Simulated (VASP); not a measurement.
Input of a VASP 6.6.1 run:

INCAR

```
PREC = Accurate ; ENCUT = 500
EDIFF = 1E-6 ; ISMEAR = 1
SIGMA = 0.1 ; LREAL = F
LASPH = T ; NELM = 120
ALGO = Normal ; ISIF = 2
LWAVE = F ; LCHARG = F
GGA = PE ; NBANDS = 12
GGA_COMPAT = F
```

File KPOINTS:

```
regular mesh
0
Gamma
  7 7 7
```

The input POSCAR:

```
Y
1.0
   -2.0171335733      2.0171335733      2.0171335733
    2.0171335733     -2.0171335733      2.0171335733
    2.0171335733      2.0171335733     -2.0171335733
Y
1
Direct
    0.0000000000      0.0000000000      0.0000000000
```

Potentials or basis: VASP PAW PBE potentials, release 64 (Y_sv).

Run with:

```console
$ cat potpaw_PBE.64/Y_sv/POTCAR > POTCAR
$ mpirun -np 1 vasp_std > vasp.out
```

Question: Predict the pressure.

Answer: 0.1 GPa.

Question: Estimate the band gap on the k mesh.

Answer: Zero (an odd number of electrons rules out a gap without spin polarisation).
